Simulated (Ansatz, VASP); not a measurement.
**ZrC in VASP and in Ansatz**

Contents of INCAR:

```
SYSTEM = ZrC
  ALGO = Normal
  EDIFF = 1E-6
  ENCUT = 520
  GGA = PE
  GGA_COMPAT = .FALSE.
  ISIF = 2
  ISMEAR = -1
  LASPH = .TRUE.
  LCHARG = .FALSE.
  LREAL = .FALSE.
  LWAVE = .FALSE.
  NBANDS = 15
  NELM = 120
  PREC = Accurate
  SIGMA = 0.0816
```

The input KPOINTS:

```
k-points
0
G
  10 10 10
  0 0 0
```

POSCAR

```
ZrC
1.0
    0.0000000000      2.3250000000      2.3250000000
    2.3250000000      0.0000000000      2.3250000000
    2.3250000000      2.3250000000      0.0000000000
Zr C
1 1
Direct
    0.0000000000      0.0000000000      0.0000000000
    0.5000000000      0.5000000000      0.5000000000
```

Input for Ansatz:

```yaml
crystal:
  lattice:
    - [0.0, 2.325, 2.325]
    - [2.325, 0.0, 2.325]
    - [2.325, 2.325, 0.0]
  atoms:
    - { symbol: Zr, position: [0.0, 0.0, 0.0] }
    - { symbol: C, position: [0.5, 0.5, 0.5] }
kpoints:
  mp_grid: { grid: [10, 10, 10] }
scf:
  occupations: { method: fermi_dirac, width: 0.0816 }
hamiltonian:
  xc: pbe
  pseudopotentials: { kind: all_electron, lapw: { basis_error: 0.001 } }
output:
  forces: true
  stress: true
  eigenvalues: true
```

Alike in both runs: task single point; functional PBE; k mesh 10 × 10 × 10; occupations fermi-dirac, width 0.0816 eV; no spin polarisation.

|  | VASP | Ansatz |
| --- | --- | --- |
| version | VASP 6.6.1 | Ansatz 0.2.0 |
| potentials or method | VASP PAW PBE potentials, release 64 (Zr_sv, C), cutoff 520 eV | all-electron LAPW, scalar-relativistic |

|  | VASP | Ansatz | Ansatz less VASP |
| --- | --- | --- | --- |
| pressure (GPa) | 9.3 | 9.1 | -0.21 |

Ansatz ran all-electron here, and VASP with PAW potentials.
